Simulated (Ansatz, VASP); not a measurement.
## SiC: VASP beside Ansatz

File INCAR:

```
ALGO = Normal ; EDIFF = 1E-6
ENCUT = 520 ; GGA = PE
ISIF = 2 ; ISMEAR = 0
LASPH = True ; LCHARG = False
LREAL = False ; LWAVE = False
NBANDS = 26 ; NELM = 100
PREC = Accurate ; SIGMA = 0.05
```

File KPOINTS:

```
k-points
0
Gamma
  10 10 3
```

File POSCAR:

```
SiC
1.0
   -3.0941201809      0.0000000000      0.0000000000
   -1.5470600905     -2.6795866790      0.0000000000
   -1.9339798191     -1.1165837691     10.1293391998
Si C
4 4
Direct
    0.4191284537      0.4191284537      0.5940441877
    0.2941451203      0.2941451203      0.0940441877
    0.8566137148      0.8566137148      0.3440995566
    0.6482637148      0.6482637148      0.8440995566
    0.4974833639      0.4974833639      0.4060074460
   -0.0441999694     -0.0441999694      0.9060074460
   -0.0652751423     -0.0652751423      0.1566478097
   -0.2736251423     -0.2736251423      0.6566478097
```

Input for Ansatz:

```yaml
crystal:
  lattice:
    - [-3.0941201809, 0.0, 0.0]
    - [-1.5470600905, -2.679586679, 0.0]
    - [-1.9339798191, -1.1165837691, 10.1293391998]
  atoms:
    - { symbol: Si, position: [0.4191284537, 0.4191284537, 0.5940441877] }
    - { symbol: Si, position: [0.2941451203, 0.2941451203, 0.0940441877] }
    - { symbol: Si, position: [0.8566137148, 0.8566137148, 0.3440995566] }
    - { symbol: Si, position: [0.6482637148, 0.6482637148, 0.8440995566] }
    - { symbol: C, position: [0.4974833639, 0.4974833639, 0.406007446] }
    - { symbol: C, position: [-0.0441999694, -0.0441999694, 0.906007446] }
    - { symbol: C, position: [-0.0652751423, -0.0652751423, 0.1566478097] }
    - { symbol: C, position: [-0.2736251423, -0.2736251423, 0.6566478097] }
basis:
  ecutwfc: 420
kpoints:
  mp_grid: { grid: [10, 10, 3] }
hamiltonian:
  xc: pbe
scf:
  occupations: { method: gaussian, width: 0.05 }
output:
  forces: true
  stress: true
  eigenvalues: true
```

Alike in both runs: task single point; functional PBE; k mesh 10 × 10 × 3; occupations gaussian, width 0.05 eV; no spin polarisation.

```csv
,VASP,Ansatz
version,VASP 6.6.1,Ansatz 0.2.0
potentials or method,"VASP PAW PBE potentials, release 64 (Si, C), cutoff 520 eV","scalar-relativistic, plane waves, PAW"
valence electrons in the cell,32,32
```

|  | VASP | Ansatz | Ansatz less VASP |
| --- | --- | --- | --- |
| gap on the k mesh at the Fermi level (eV) | 0.46 | 0.46 | +0.004 |
| least direct gap on the mesh (eV) | 1.00 | 1.01 | +0.006 |
| pressure (GPa) | -0.5 | -0.5 | +0.03 |
| traceless stress, the component that is largest in VASP (GPa) | 9.43 | 9.47 | +0.037 |
| rms of the force components (eV/Å) | 0.490 | 0.491 | +0.0011 |

Atom by atom the forces differ by 0.004 eV/Å (rms over components). The functional is the same, so the differences come from potentials, cutoffs and numerics.
